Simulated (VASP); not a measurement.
A run of VASP 6.6.1:

INCAR

```
PREC = Accurate
ENCUT = 520
EDIFF = 1E-7
ISMEAR = 0
SIGMA = 0.1
LREAL = F
LASPH = T
NELM = 100
ALGO = Normal
ISIF = 2
LWAVE = F
LCHARG = T
LELF = T
LVHAR = T
NBANDS = 11
```

File KPOINTS:

```
Automatic mesh
0
Gamma
  10 10 10
```

Contents of POSCAR:

```
C
1.0
    0.0000000000      1.7657489870      1.7657489870
    1.7657489870      0.0000000000      1.7657489870
    1.7657489870      1.7657489870      0.0000000000
C
2
Direct
    0.5000000000      0.5000000000      0.5000000000
    0.7500000000      0.7500000000      0.7500000000
```

Potentials or basis: VASP PAW LDA potentials, release 64 (C).

Launch:

```sh
$ cat potpaw_LDA.64/C/POTCAR > POTCAR
$ mpirun -np 1 vasp_std > vasp.out
```

Hardware: 1 thread of Intel(R) Xeon(R) Platinum 8488C (Sapphire Rapids), on a shared host.

Q: How long does it take, and how much memory?

A: It took 3.6 s on 1 thread of Intel(R) Xeon(R) Platinum 8488C (Sapphire Rapids) (shared host), peak memory 0.11 GiB. Counts: scf iterations 11, k points 47.
